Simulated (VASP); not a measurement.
# Sc2GaAs3 (P-6m2) in VASP: a series of runs, part 2 of 2

VASP 6.6.1. The steps go on from the part before.

## Step 4: Single point, PBE

INCAR reads:

```
PREC = Accurate
ENCUT = 500
EDIFF = 1E-6
ISMEAR = 0
SIGMA = 0.1
LREAL = F
LASPH = T
NELM = 120
ALGO = Normal
ISIF = 2
LWAVE = F
LCHARG = F
GGA = PE
NBANDS = 34
GGA_COMPAT = F
```

KPOINTS reads:

```
Automatic mesh
0
Gamma
  12 12 6
```

POSCAR reads:

```
Sc2GaAs3
1.0
    4.4949513791      0.0000000000      0.0000000000
   -2.2474756895      3.8927420831      0.0000000000
    0.0000000000      0.0000000000      8.1417388821
Sc Ga As
2 1 3
Direct
    0.0000000000      0.0000000000      0.6751279242
    0.0000000000      0.0000000000      0.3248720758
    0.3333333333      0.6666666667      0.0000000000
    0.3333333333      0.6666666667      0.5000000000
    0.6666666667      0.3333333333      0.5000000000
    0.0000000000      0.0000000000      0.0000000000
```

Potentials or basis: VASP PAW PBE potentials, release 64 (Sc_sv, Ga_d, As).

On the command line:

```sh
$ cat potpaw_PBE.64/Sc_sv/POTCAR potpaw_PBE.64/Ga_d/POTCAR potpaw_PBE.64/As/POTCAR > POTCAR
$ mpirun -np 1 vasp_std > vasp.out
```

OUTCAR:

```text
PREC = Accurate
   ENCUT = 500
   EDIFF = 1E-6
   ISMEAR = 0
   LREAL = F
   LASPH = T
   NELM = 120
   ISIF = 2
   GGA = PE

 ion  position               nearest neighbor table
   1  0.000  0.000  0.675-   6 2.65   2 2.85   5 2.96   4 2.96   4 2.96   5 2.96   5 2.96   4 2.96

   2  0.000  0.000  0.325-   6 2.65   1 2.85   5 2.96   4 2.96   4 2.96   5 2.96   5 2.96   4 2.96

   3  0.333  0.667  0.000-   6 2.60   6 2.60   6 2.60
   4  0.333  0.667  0.500-   5 2.60   5 2.60   5 2.60   1 2.96   2 2.96   2 2.96   1 2.96   2 2.96
                             1 2.96
   5  0.667  0.333  0.500-   4 2.60   4 2.60   4 2.60   1 2.96   2 2.96   1 2.96   2 2.96   1 2.96
                             2 2.96
[... 1098 lines left out ...]
  Total        0.1906105      0.1906105      0.1730384      0.0000000      0.0000000      0.0000000
  in kB        2.1436777      2.1436777      1.9460553      0.0000000      0.0000000      0.0000000
  external PRESSURE =       2.0778036 kB  Pullay stress =       0.0000000 kB

 VOLUME and BASIS-vectors are now :
 -----------------------------------------------------------------------------
  energy-cutoff  :      500.00
  volume of cell :      142.46
      direct lattice vectors                 reciprocal lattice vectors
     4.494951379  0.000000000  0.000000000     0.222471817  0.128444163  0.000000000
    -2.247475689  3.892742083  0.000000000     0.000000000  0.256888327  0.000000000
     0.000000000  0.000000000  8.141738882     0.000000000  0.000000000  0.122823885

 POSITION                                       TOTAL-FORCE (eV/Angst)
 -----------------------------------------------------------------------------------
      0.00000      0.00000      5.49672         0.000000      0.000000      0.007652
      0.00000      0.00000      2.64502         0.000000     -0.000000     -0.007652
     -0.00000      2.59516      0.00000         0.000000     -0.000000      0.000000
     -0.00000      2.59516      4.07087         0.000000     -0.000000      0.000000
      2.24748      1.29758      4.07087         0.000000     -0.000000      0.000000
      0.00000      0.00000      0.00000        -0.000000     -0.000000      0.000000
 -----------------------------------------------------------------------------------
    total drift:                               -0.000001      0.000001     -0.000000

  FREE ENERGIE OF THE ION-ELECTRON SYSTEM (eV)
  ---------------------------------------------------
  free  energy   TOTEN  =       -31.5676884439 eV

  energy  without entropy=      -31.5473087958  energy(sigma->0) =      -31.55749862
```

OSZICAR:

```text
N       E                     dE             d eps       ncg     rms          rms(c)
DAV:   1     0.655236634045E+03    0.65524E+03   -0.21746E+04  5176   0.162E+03
DAV:   2     0.514545030231E+02   -0.60378E+03   -0.58951E+03  6144   0.556E+02
DAV:   3    -0.303808256665E+02   -0.81835E+02   -0.78976E+02  8244   0.201E+02
DAV:   4    -0.347100766857E+02   -0.43293E+01   -0.42437E+01  8046   0.432E+01
DAV:   5    -0.348276029938E+02   -0.11753E+00   -0.11681E+00  8104   0.768E+00    0.109E+01
DAV:   6    -0.317280868683E+02    0.30995E+01   -0.17892E+01  8344   0.253E+01    0.395E+00
DAV:   7    -0.316242940058E+02    0.10379E+00   -0.15140E+00  8702   0.832E+00    0.256E+00
DAV:   8    -0.315786506762E+02    0.45643E-01   -0.28069E-01  8016   0.353E+00    0.911E-01
DAV:   9    -0.315674620832E+02    0.11189E-01   -0.43819E-02  7584   0.105E+00    0.245E-01
DAV:  10    -0.315675068976E+02   -0.44814E-04   -0.76446E-03  8016   0.585E-01    0.110E-01
DAV:  11    -0.315676724351E+02   -0.16554E-03   -0.12625E-03  8056   0.202E-01    0.490E-02
DAV:  12    -0.315676841073E+02   -0.11672E-04   -0.27340E-04  8168   0.111E-01    0.177E-02
DAV:  13    -0.315676875932E+02   -0.34859E-05   -0.34398E-05  6944   0.399E-02    0.325E-03
DAV:  14    -0.315676884439E+02   -0.85068E-06   -0.34174E-06  6286   0.132E-02
   1 F= -.31567688E+02 E0= -.31557499E+02  d E =-.203796E-01
```

Wall time 7.9 min (1 thread of Intel Xeon 6975P-C (Granite Rapids), shared host); peak memory 0.49 GiB.

Results:

```yaml
Free_energy: -31.5677 eV
Pressure: 0.2 GPa
Largest_force: 0.008 eV/Å
Band_gap_on_the_k_mesh: zero (bands 25 and 26 overlap by 0.97 eV)
```

Forces in eV/Å, atoms in the order of the input:
```
Sc   0.000  0.000  0.008
Sc   0.000  0.000 -0.008
Ga   0.000  0.000  0.000
As   0.000  0.000  0.000
As   0.000  0.000  0.000
As   0.000  0.000  0.000
```

## Step 5: Relaxation of cell and atoms, PBE

INCAR reads:

```
SYSTEM = Sc2GaAs3
ALGO = Normal
EDIFF = 1E-7
EDIFFG = -0.01
ENCUT = 500
GGA = PE
GGA_COMPAT = .False.
IBRION = 2
ISIF = 3
ISMEAR = 0
LASPH = .True.
LCHARG = .False.
LREAL = .False.
LWAVE = .False.
NELM = 120
NELMIN = 4
NSW = 100
PREC = Accurate
SIGMA = 0.1
```

KPOINTS reads:

```
k-points
0
Gamma
  12 12 6
  0 0 0
```

POSCAR reads:

```
Sc2GaAs3
1.0
    4.5093776358      0.0000000000      0.0000000000
   -2.2546888179      3.9052355878      0.0000000000
    0.0000000000      0.0000000000      8.0921760188
Sc Ga As
2 1 3
Direct
    0.0000000000      0.0000000000      0.6731887490
    0.0000000000      0.0000000000      0.3268112510
    0.3333333333      0.6666666667      0.0000000000
    0.3333333333      0.6666666667      0.5000000000
    0.6666666667      0.3333333333      0.5000000000
    0.0000000000      0.0000000000      0.0000000000
```

On the command line:

```sh
$ cat potpaw_PBE.64/Sc_sv/POTCAR potpaw_PBE.64/Ga_d/POTCAR potpaw_PBE.64/As/POTCAR > POTCAR
$ mpirun -np 1 vasp_std > vasp.out
```

Wall time 18 min (1 thread of Intel Xeon 6975P-C (Granite Rapids), shared host); peak memory 0.49 GiB.

The run converged. Its results:

- Free energy: -31.5680 eV
- Relaxed volume: 23.83 Å³/atom
- Relaxed cell: a = 4.500 Å, b = 4.500 Å, c = 8.152 Å, α = 90.00°, β = 90.00°, γ = 120.00°
- Space group after relaxing (to 0.1 Å): P-6m2 (No. 187)
- Energy gained by relaxing: 0.9 meV/atom
- Ionic steps: 5
- Pressure after relaxing: 0.0 GPa
- Largest force after relaxing: 0.008 eV/Å
- Band gap on the k mesh: zero (bands 25 and 26 overlap by 0.97 eV)

Forces on the atoms (eV/Å):
```
Sc   0.000  0.000  0.008
Sc   0.000  0.000 -0.008
Ga   0.000  0.000  0.000
As   0.000  0.000  0.000
As   0.000  0.000  0.000
As   0.000  0.000  0.000
```

The path:
| step | energy change (eV) | largest force (eV/Å) | pressure (GPa) | volume (Å³) |
| --- | --- | --- | --- | --- |
| 1 | 0.0000 | 0.1811 | 0.27 | 142.50 |
| 2 | -0.0045 | 0.0742 | -0.10 | 143.32 |
| 3 | -0.0048 | 0.0429 | -0.21 | 143.58 |
| 4 | -0.0054 | 0.0102 | -0.01 | 143.01 |
| 5 | -0.0054 | 0.0084 | 0.01 | 142.98 |

Final structure:
```cif
data_structure
_symmetry_space_group_name_H-M 'P 1'
_symmetry_Int_Tables_number 1
_cell_length_a 4.5003
_cell_length_b 4.5003
_cell_length_c 8.1519
_cell_angle_alpha 90.000
_cell_angle_beta 90.000
_cell_angle_gamma 120.000
_cell_volume 142.98
loop_
_atom_site_label
_atom_site_type_symbol
_atom_site_fract_x
_atom_site_fract_y
_atom_site_fract_z
_atom_site_occupancy
Sc1 Sc 0.00000 0.00000 0.67507 1
Sc2 Sc 0.00000 0.00000 0.32493 1
Ga1 Ga 0.33333 0.66667 0.00000 1
As1 As 0.33333 0.66667 0.50000 1
As2 As 0.66667 0.33333 0.50000 1
As3 As 0.00000 0.00000 0.00000 1
```

Levels at points of the mesh, in eV from the Fermi level:
```csv
k point,band 23,band 24,band 25,band 26,band 27,band 28
"(0.00, 0.00, 0.00)",-2.36,-1.60,-1.60,0.23,0.82,0.82
"(0.50, 0.00, 0.00)",-2.26,-0.62,0.19,0.56,0.77,1.10
"(0.00, 0.00, 0.50)",-2.21,-1.82,-1.82,-0.58,0.70,0.70
"(0.50, 0.00, 0.50)",-2.56,-0.81,-0.06,0.56,0.81,1.18
```

## Step 6: Overview

| task | cell | k mesh | gap on the mesh (eV) | pressure (GPa) | relaxed volume (Å³/atom) | largest force (eV/Å) |
| --- | --- | --- | --- | --- | --- | --- |
| single point | a = 4.509, b = 4.509, c = 8.092 Å, angles 90.0, 90.0, 120.0°, 6 atoms, atomic positions A | 6 × 6 × 2 | none | 0.2 | - | 0.02 |
| relaxation of cell and atoms | relaxed from a = 4.281, b = 4.281, c = 8.800 Å, angles 90.0, 90.0, 120.0°, 6 atoms, atomic positions B | 6 × 6 × 2 | none | -0.1 | 23.87 | 0.01 |
| single point | a = 4.495, b = 4.495, c = 8.142 Å, angles 90.0, 90.0, 120.0°, 6 atoms, atomic positions C | 12 × 12 × 6 | none | 0.2 | - | 0.01 |
| relaxation of cell and atoms | relaxed from a = 4.509, b = 4.509, c = 8.092 Å, angles 90.0, 90.0, 120.0°, 6 atoms, atomic positions A | 12 × 12 × 6 | none | 0.0 | 23.83 | 0.01 |

Alike in all rows: level PBE; potentials or basis VASP PAW PBE potentials, release 64 (Sc_sv, Ga_d, As); no spin polarisation; cutoff (eV) 500; smearing gaussian 0.1 eV.

Caveats: some runs use coarse meshes.

Total energies depend on the potentials used, so only differences within one code and one set of settings carry meaning.
